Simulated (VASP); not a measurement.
# ZnS (F-43m) in VASP: settings compared, part 3 of 3

VASP 6.6.1. Earlier steps stand in the parts before.

### Step 6. Relaxation of cell and atoms, r2SCAN

This run uses another cell than the first one, of 19.73 Å³/atom, 1.008 times its volume.

The input, POSCAR:

```
ZnS
1.0
    3.8212050000      0.0000000000      0.0000000000
    1.9106025000      3.3092606031      0.0000000000
    1.9106025000      1.1030868677      3.1200008175
Zn S
1 1
Direct
    0.2500000000      0.2500000000      0.2500000000
    0.0000000000      0.0000000000      0.0000000000
```

The input, INCAR.step1:

```
PREC = Accurate
ENCUT = 600
ISMEAR = -1
SIGMA = 0.05
LREAL = False
LASPH = True
NELM = 80
GGA = PE
ALGO = Normal
EDIFF = 1E-4
LWAVE = True
LCHARG = False
```

The input, INCAR.step2:

```
PREC = Accurate
ENCUT = 600
EDIFF = 1E-6
ISMEAR = -1
SIGMA = 0.05
LREAL = False
LASPH = True
NELM = 80
ALGO = Normal
ISIF = 3
LWAVE = False
LCHARG = False
METAGGA = R2SCAN
LMIXTAU = True
IBRION = 2
NSW = 80
EDIFFG = -0.01
ISTART = 1
```

The input, KPOINTS:

```
Automatic mesh
0
Gamma
  6 6 6
```

Potentials or basis: VASP PAW PBE potentials, release 64 (Zn, S).

The run is started by

```console
$ cat potpaw_PBE.64/Zn/POTCAR potpaw_PBE.64/S/POTCAR > POTCAR
$ cp INCAR.step1 INCAR
$ mpirun -np 1 vasp_std > vasp.out
$ cp INCAR.step2 INCAR
$ mpirun -np 1 vasp_std > vasp.out
```

OUTCAR:

```text
PREC = Accurate
   ENCUT = 600
   EDIFF = 1E-6
   ISMEAR = -1
   LREAL = False
   LASPH = True
   NELM = 80
   ISIF = 3
   METAGGA = R2SCAN
   IBRION = 2
   NSW = 80
   EDIFFG = -0.01
   ISTART = 1

 ion  position               nearest neighbor table
   1  0.250  0.250  0.250-   2 2.34   2 2.34   2 2.34   2 2.34
   2  0.000  0.000  0.000-   1 2.34   1 2.34   1 2.34   1 2.34

  LATTYP: Found a face centered cubic cell.
 ALAT       =     5.4039999356

  Lattice vectors:

 A1 = (   3.8212050000,   0.0000000000,   0.0000000000)
 A2 = (   1.9106025000,   3.3092606031,   0.0000000000)
 A3 = (   1.9106025000,   1.1030868677,   3.1200008175)

Analysis of symmetry for initial positions (statically):
=====================================================================
 Subroutine PRICEL returns:
 Original cell was already a primitive cell.

 Routine SETGRP: Setting up the symmetry group for a
 face centered cubic supercell.

 Subroutine GETGRP returns: Found 24 space group operations
 (whereof 24 operations were pure point group operations)
 out of a pool of 48 trial point group operations.

The static configuration has the point symmetry T_d .

Analysis of symmetry for dynamics (positions and initial velocities):
=====================================================================
 Subroutine PRICEL returns:
 Original cell was already a primitive cell.

 Routine SETGRP: Setting up the symmetry group for a
 face centered cubic supercell.

 Subroutine GETGRP returns: Found 24 space group operations
 (whereof 24 operations were pure point group operations)
 out of a pool of 48 trial point group operations.

The dynamic configuration has the point symmetry T_d .

 Subroutine INISYM returns: Found 24 space group operations
 (whereof 24 operations are pure point group operations),
 and found     1 'primitive' translations

----------------------------------------------------------------------------------------

                                     Primitive cell

  volume of cell :      39.4535

  direct lattice vectors                    reciprocal lattice vectors
     3.821205000  0.000000000  0.000000000     0.261697554 -0.151091153 -0.106837579
     1.910602500  3.309260603  0.000000000     0.000000000  0.302182306 -0.106837579
     1.910602500  1.103086868  3.120000817     0.000000000  0.000000000  0.320512737

  length of vectors
     3.821205000  3.821205000  3.821205000     0.320512737  0.320512737  0.320512737

  position of ions in fractional coordinates (direct lattice)
     0.250000000  0.250000000  0.250000000
     0.000000000  0.000000000  0.000000000

  ion indices of the primitive-cell ions
   primitive index   ion index
                 1           1
                 2           2

----------------------------------------------------------------------------------------

 KPOINTS: Automatic mesh

Automatic generation of k-mesh.
 Grid dimensions read from file:
 generate k-points for:    6    6    6

 Generating k-lattice:

  Cartesian coordinates                     Fractional coordinates (reciprocal lattice)
     0.043616259 -0.025181859 -0.017806263     0.166666667  0.000000000  0.000000000
     0.000000000  0.050363718 -0.017806263     0.000000000  0.166666667 -0.000000000
     0.000000000  0.000000000  0.053418789     0.000000000  0.000000000  0.166666667

  Length of vectors
     0.053418789  0.053418789  0.053418789

  Shift w.r.t. Gamma in fractional coordinates (k-lattice)
     0.000000000  0.000000000  0.000000000

 Subroutine IBZKPT returns following result:
 ===========================================

 Found     16 irreducible k-points:

 Following reciprocal coordinates:
            Coordinates               Weight
  0.000000  0.000000  0.000000      1.000000
  0.166667  0.000000  0.000000      8.000000
  0.333333  0.000000  0.000000      8.000000
  0.500000  0.000000  0.000000      4.000000
  0.166667  0.166667  0.000000      6.000000
  0.333333  0.166667  0.000000     24.000000
[... 8 lines left out ...]
 -0.333333  0.333333  0.166667     24.000000
 -0.333333  0.500000  0.166667     12.000000
   k-points           NKPTS =     16   k-points in BZ     NKDIM =     16   number of bands    NBANDS=     13
   number of dos      NEDOS =    301   number of ions     NIONS =      2
   total plane-waves  NPLWV =  32768
   dimension x,y,z NGX =    32 NGY =   32 NGZ =   32
   dimension x,y,z NGXF=    64 NGYF=   64 NGZF=   64
   ions per type =               1   1
   NGX,Y,Z   is equivalent  to a cutoff of  13.92, 13.92, 13.92 a.u.
   NGXF,Y,Z  is equivalent  to a cutoff of  27.84, 27.84, 27.84 a.u.
 SYSTEM =  unknown system
   PREC   = accura    normal or accurate (medium, high low for compatibility)
   ISTART =      1    job   : 0-new  1-cont  2-samecut
   ICHARG =      0    charge: 1-file 2-atom 10-const
   ISPIN  =      1    spin polarized calculation?
   LNONCOLLINEAR =      F non collinear calculations
   LSORBIT =      F    spin-orbit coupling
   LASPH  =      T    aspherical Exc in radial PAW
   ENCUT  =  600.0 eV  44.10 Ry    6.64 a.u.   7.63  7.63  7.63*2*pi/ulx,y,z
   NELM   =     80;   NELMIN=  2; NELMDL=  0     # of ELM steps
   EDIFF  = 0.1E-05   stopping-criterion for ELM
   LREAL  =      F    real-space projection
   EDIFFG = -.1E-01   stopping-criterion for IOM
   NSW    =     80    number of steps for IOM
   IBRION =      2    ionic relax: 0-MD 1-quasi-New 2-CG
   NFREE  =      1    steps in history (QN), initial steepest desc. (CG)
   ISIF   =      3    stress and relaxation
   ISYM   =      2    0-nonsym 1-usesym 2-fastsym
   POTIM  = 0.5000    time-step for ionic-motion
   TEBEG  =    0.0;   TEEND  =   0.0 temperature during run
   PSTRESS=    0.0 pullay stress
   NELECT =      18.0000    total number of electrons
   NUPDOWN=      -1.0000    fix difference up-down
   EMIN   =  10.00;   EMAX   =-10.00  energy-range for DOS
   EFERMI =   0.00;   METHOD = LEGACY
   ISMEAR =    -1;   SIGMA  =   0.05  broadening in eV -4-tet -1-fermi 0-gaus
   EFERMI_NEDOS =   21; number of points for ismear=-14 and -15
   IALGO  =     38    algorithm
   IMIX   =      4    mixing-type and parameters
     AMIX     =   0.40;   BMIX     =  1.00
     AMIX_MAG =   1.60;   BMIX_MAG =  1.00
  volume/ion in A,a.u.               =      19.73       133.12
  Fermi-wavevector in a.u.,A,eV,Ry     =   1.260290  2.381602 21.610537  1.588330
  Thomas-Fermi vector in A             =   2.393807
   LORBIT       =      0    0 simple, 1 ext, 2 COOP (PROOUT), +10 PAW based schemes
   METAGGA = R2SCAN    functional components
   LHFCALC =     F    Hartree Fock is set to
   AEXX    =    0.0000 exact exchange contribution
   IVDW    =     0    specifies the selected vdW correction
   LEPSILON=     F    determine dielectric tensor
   LRPA    =     F    only Hartree local field effects (RPA)
 conjugate gradient relaxation of ions
 non-spin polarized calculation
  energy-cutoff  :      600.00
  volume of cell :       39.45
 maximum number of plane-waves:      1363
 NGX is ok and might be reduce to    32
   NGX = 15   NGY = 15   NGZ = 15

--------------------------------------- Ionic step        1  -------------------------------------------

 number of electron      17.9999998 magnetization

 Free energy of the ion-electron system (eV)
  ---------------------------------------------------
  ext. energy  EPLUGINS =         0.00000000
  ---------------------------------------------------
  free energy    TOTEN  =       -18.86486127 eV

  energy without entropy =      -18.86486127  energy(sigma->0) =      -18.86486127

------------------------ aborting loop because EDIFF is reached ----------------------------------------

  FORCE on cell =-STRESS in cart. coord.  units (eV):
  Direction    XX          YY          ZZ          XY          YZ          ZX
  --------------------------------------------------------------------------------------
  -------------------------------------------------------------------------------------
  Total       -0.1391754     -0.1391754     -0.1391754     -0.0000000      0.0000000      0.0000000
  in kB       -5.6518044     -5.6518044     -5.6518044     -0.0000000      0.0000000      0.0000000
  external PRESSURE =      -5.6518044 kB  Pullay stress =       0.0000000 kB
[... 93 lines left out ...]
  energy  without entropy=      -18.8656090576  energy(sigma->0) =      -18.86560906

--------------------------------------- Ionic step        4  -------------------------------------------

 number of electron      17.9999994 magnetization

 Free energy of the ion-electron system (eV)
  ---------------------------------------------------
  ext. energy  EPLUGINS =         0.00000000
  ---------------------------------------------------
  free energy    TOTEN  =       -18.86559134 eV

  energy without entropy =      -18.86559134  energy(sigma->0) =      -18.86559134

 E-fermi :   2.9395     XC(G=0): -10.3211

 val. band max:        1.9024914397   @ k =   0.0000   0.0000   0.0000
 cond. band min:       4.6120723422   @ k =   0.0000   0.0000   0.0000
 fundamental gap:      2.7095809026
 Fermi energy:         2.9394503004

 k-point     1 :       0.0000    0.0000    0.0000
  band No.  band energies     occupation
      1     -11.8261      2.00000
      2      -4.6293      2.00000
      3      -4.6292      2.00000
      4      -4.6292      2.00000
      5      -4.0734      2.00000
      6      -4.0734      2.00000
      7       1.9025      2.00000
      8       1.9025      2.00000
      9       1.9025      2.00000
     10       4.6121      0.00000
     11       8.7985      0.00000
     12       8.7987      0.00000
     13       8.7987      0.00000
[... 267 lines left out ...]
  FREE ENERGIE OF THE ION-ELECTRON SYSTEM (eV)
  ---------------------------------------------------
  free  energy   TOTEN  =       -18.8655913361 eV

  energy  without entropy=      -18.8655913361  energy(sigma->0) =      -18.86559134

 reached required accuracy - stopping structural energy minimisation
```

OUTCAR.step1:

```text
PREC = Accurate
   ENCUT = 600
   ISMEAR = -1
   LREAL = False
   LASPH = True
[... 466 lines left out ...]
      1.91060      1.10309      0.78000        -0.000000      0.000000      0.000000
      0.00000      0.00000      0.00000         0.000000     -0.000000     -0.000000
 -----------------------------------------------------------------------------------
    total drift:                               -0.000001     -0.000001     -0.000000

  FREE ENERGIE OF THE ION-ELECTRON SYSTEM (eV)
  ---------------------------------------------------
  free  energy   TOTEN  =        -6.8441944949 eV

  energy  without entropy=       -6.8441944948  energy(sigma->0) =       -6.84419449
```

OSZICAR.step1:

```text
N       E                     dE             d eps       ncg     rms          rms(c)
DAV:   1     0.906367269318E+02    0.90637E+02   -0.96918E+03   416   0.181E+03
DAV:   2    -0.927741717058E+00   -0.91564E+02   -0.87464E+02   436   0.305E+02
DAV:   3    -0.719372725860E+01   -0.62660E+01   -0.62251E+01   526   0.758E+01
DAV:   4    -0.727194279585E+01   -0.78216E-01   -0.78173E-01   461   0.918E+00
DAV:   5    -0.727300511297E+01   -0.10623E-02   -0.10623E-02   536   0.103E+00    0.685E+00
DAV:   6    -0.686069373400E+01    0.41231E+00   -0.95853E-01   602   0.369E+01    0.534E+00
DAV:   7    -0.684436808846E+01    0.16326E-01   -0.34087E-01   431   0.573E+00    0.273E+00
DAV:   8    -0.684375242650E+01    0.61566E-03   -0.55963E-03   471   0.727E-01    0.807E-01
DAV:   9    -0.684403344581E+01   -0.28102E-03   -0.11353E-03   451   0.321E-01    0.119E-01
DAV:  10    -0.684417496496E+01   -0.14152E-03   -0.13072E-04   386   0.135E-01    0.664E-02
DAV:  11    -0.684419449490E+01   -0.19530E-04   -0.41334E-05   283   0.101E-01
   1 F= -.68441945E+01 E0= -.68441945E+01  d E =-.944126E-10
```

Wall time 59 s (1 thread of Intel Xeon Platinum 8559C (Emerald Rapids), shared host); peak memory 0.19 GiB.

Results:

```yaml
Free_energy: -18.8656 eV
Relaxed_volume: 19.58 Å³/atom
Relaxed_cell: a = 3.812 Å, b = 3.812 Å, c = 3.812 Å, α = 60.00°, β = 60.00°, γ = 60.00°
Space_group_after_relaxing_to_0.05_Å: F-43m (No. 216)
Energy_gained_by_relaxing: 0.4 meV/atom
Ionic_steps: 4
Pressure_after_relaxing: 0.0 GPa
Band_gap_on_the_k_mesh: 2.71 eV, direct
```

The path:
```tsv
step	energy change (eV)	largest force (eV/Å)	pressure (GPa)	volume (Å³)
1	0.0000	0.0000	-0.57	39.45
2	-0.0007	0.0000	0.18	39.06
3	-0.0007	0.0000	0.09	39.11
4	-0.0007	0.0000	-0.01	39.16
```

Final structure:
```
Zn S
1.0
     3.81171    0.00000    0.00000
     1.90585    3.30104    0.00000
     1.90585    1.10035    3.11225
Zn S
1 1
Direct
  0.25000 0.25000 0.25000
  0.00000 0.00000 0.00000
```

Caveat: the PAW data sets were made with another functional, which shifts forces and pressure a little. r2SCAN opens gaps a little over a GGA but as a rule still falls short of measured ones.

### Step 7. The runs side by side

```tsv
task	level	cell	cutoff (eV)	gap on the mesh (eV)	pressure (GPa)	relaxed volume (Å³/atom)
single point	r2SCAN	a = 3.811 Å, angles 60.0°, 2 atoms	520	2.71	0.0	-
relaxation of cell and atoms	PBEsol	relaxed from a = 3.821 Å, angles 60.0°, 2 atoms	600	2.08	0.1	19.26
relaxation of cell and atoms	PBE	relaxed from a = 3.821 Å, angles 60.0°, 2 atoms	600	2.01	0.0	20.21
relaxation of cell and atoms	PBE+D3(BJ)	relaxed from a = 3.821 Å, angles 60.0°, 2 atoms	600	2.17	0.0	19.46
relaxation of cell and atoms	r2SCAN	relaxed from a = 3.821 Å, angles 60.0°, 2 atoms	600	2.71	0.0	19.58
```

Alike in all rows: potentials or basis VASP PAW PBE potentials, release 64 (Zn, S); no spin polarisation; k mesh 6 × 6 × 6; smearing fermi-dirac 0.05 eV.

Caveats: the PAW data sets were made with another functional, which shifts forces and pressure a little (some runs).

Total energies depend on the potentials used, so only differences within one code and one set of settings carry meaning.

### Step 8. Comparison with measurements

Step 2. A measured gap of ZnS is 3.85 eV (direct; 19 K; quoted in “Electronic, vibrational, and thermodynamic properties of ZnS (zincblende and rocksalt structure)”, 2009, arxiv:0911.5022); the calculated 2.71 eV misses it by -1.14 eV. The value is that of r2SCAN, without temperature or zero-point motion.
